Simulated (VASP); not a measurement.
Crystal: PbS.

```xyz
2
Lattice="4.0897 0.0000 0.0000 -2.0448 3.5418 0.0000 0.0000 0.0000 3.7882" Properties=species:S:1:pos:R:3 pbc="T T T"
Pb    0.0000    0.0000    0.0000
S     2.0448    1.1806    1.8941
```

- Program: VASP 6.6.1
- Task: relaxation of cell and atoms
- Functional: PBEsol
- Dispersion: D3(BJ)
- Potentials or basis: VASP PAW PBE potentials, release 64 (Pb_d, S)
- Cutoff: 600 eV
- k mesh: 8 × 8 × 7
- Occupations: fermi-dirac, width 0.05 eV
- Spin: no spin polarisation

At the start: pressure -4.7 GPa; volume 27.44 Å³/atom.

Question: Where does the relaxation end?

Answer: Over 6 steps the energy falls by 42.0 meV/atom and the volume is 24.72 Å³/atom (-9.9 %); space group P-6m2 (No. 187, to 0.1 Å) before and after.

Step by step:
| step | energy change (eV) | largest force (eV/Å) | pressure (GPa) | volume (Å³) |
| --- | --- | --- | --- | --- |
| 1 | 0.0000 | 0.0000 | -4.66 | 54.87 |
| 2 | -0.0709 | 0.0000 | 1.57 | 48.78 |
| 3 | -0.0770 | 0.0000 | -0.02 | 50.00 |
| 4 | -0.0817 | 0.0000 | -0.04 | 49.77 |
| 5 | -0.0839 | 0.0000 | -0.03 | 49.36 |
| 6 | -0.0841 | 0.0000 | -0.01 | 49.44 |

Final structure:
```
Pb S
1.0
     3.90882    0.00000    0.00000
    -1.95441    3.38514    0.00000
     0.00000    0.00000    3.73675
Pb S
1 1
Cartesian
  0.0000 0.0000 0.0000
  1.9544 1.1284 1.8684
```

Caveat: the PAW data sets were made with another functional, which shifts forces and pressure a little.
